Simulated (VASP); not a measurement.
Crystal: LiCl.

```
Li Cl
1.0
     2.46962   -1.83782    0.00000
     2.46962    1.83782    0.00000
    -1.83884    0.00000    5.28335
Li Cl
2 2
Cartesian
  2.0526 0.6107 3.4155
  2.9720 -0.6107 0.7738
  0.1284 0.6107 4.5095
  1.0478 -0.6107 1.8678
```

The cell was built from a structure type or drawn by symmetry, and may not be a known phase.

```yaml
Program: VASP 6.6.1
Task: relaxation of cell and atoms
Functional: PBE
Potentials_or_basis: VASP PAW PBE potentials, release 64 (Li_sv, Cl)
Cutoff: 600 eV
k_mesh: 6 × 6 × 4
Occupations: gaussian, width 0.1 eV
Spin: no spin polarisation
```

At the start: pressure 29.4 GPa; volume 11.99 Å³/atom.

Question: Where does the relaxation end?

Answer: Over 30 steps the energy falls by 442.0 meV/atom and the volume is 16.78 Å³/atom (+39.9 %); space group Cc (No. 9, to 0.1 Å) before, R-3m (No. 166, to 0.1 Å).

Step by step:
| step | energy change (eV) | largest force (eV/Å) | pressure (GPa) | volume (Å³) |
| --- | --- | --- | --- | --- |
| 1 | 0.0000 | 0.4614 | 29.41 | 47.96 |
| 2 | -1.4972 | 0.1210 | 3.68 | 64.90 |
| 3 | -1.5633 | 0.0896 | 1.09 | 69.02 |
| 4 | -1.5268 | 0.0547 | -2.44 | 77.76 |
| 5 | -1.5735 | 0.0734 | -0.33 | 71.94 |
| 6 | -1.5736 | 0.0761 | -0.09 | 71.39 |
| 7 | -1.6000 | 0.0900 | -0.08 | 71.34 |
| 8 | -1.6540 | 0.1251 | 0.01 | 71.03 |
| 9 | -1.6179 | 0.1717 | 0.38 | 69.76 |
| 10 | -1.6656 | 0.1424 | 0.08 | 70.74 |
| 11 | -1.6658 | 0.1445 | 0.10 | 70.69 |
| 12 | -1.6728 | 0.1250 | -0.11 | 70.91 |
| 13 | -1.6861 | 0.0890 | -0.67 | 71.56 |
| 14 | -1.6840 | 0.0938 | -1.64 | 72.84 |
| 15 | -1.6893 | 0.0882 | -1.14 | 72.15 |
| 16 | -1.6930 | 0.0921 | -1.06 | 71.85 |
| 17 | -1.7029 | 0.1039 | -0.79 | 70.95 |
| 18 | -1.7173 | 0.1341 | -0.18 | 69.15 |
| 19 | -1.7188 | 0.1999 | 1.45 | 65.62 |
| 20 | -1.7231 | 0.1693 | 0.57 | 67.32 |
| 21 | -1.7319 | 0.1635 | 0.48 | 67.33 |
| 22 | -1.7484 | 0.1322 | 0.29 | 67.31 |
| 23 | -1.7489 | 0.1142 | 0.28 | 67.30 |
| 24 | -1.7492 | 0.1210 | 0.27 | 67.30 |
| 25 | -1.7549 | 0.0986 | -0.10 | 67.91 |
| 26 | -1.7579 | 0.0709 | -0.56 | 68.76 |
| 27 | -1.7624 | 0.0597 | -0.30 | 68.14 |
| 28 | -1.7652 | 0.0468 | 0.26 | 66.99 |
| 29 | -1.7676 | 0.0374 | 0.19 | 67.06 |
| 30 | -1.7681 | 0.0355 | 0.16 | 67.11 |

Final structure:
```yaml
crystal:
  lattice:
    - [3.09109, -1.82674, 0.06341]
    - [3.09109, 1.82674, 0.06341]
    - [-2.14908, 0.00000, 5.89858]
  atoms:
    - { symbol: Li, position: [0.37355, 0.87435, 0.62335] }
    - { symbol: Li, position: [0.87435, 0.37355, 0.12335] }
    - { symbol: Cl, position: [0.11975, 0.63234, 0.87665] }
    - { symbol: Cl, position: [0.63234, 0.11975, 0.37665] }
```

Caveat: the cutoff is under 1.25 times the usual one of these potentials, so pressure, stress and relaxed cells hold a basis-set (Pulay) error; the volume moved by over 15 % at a fixed basis, so the end points are rough.
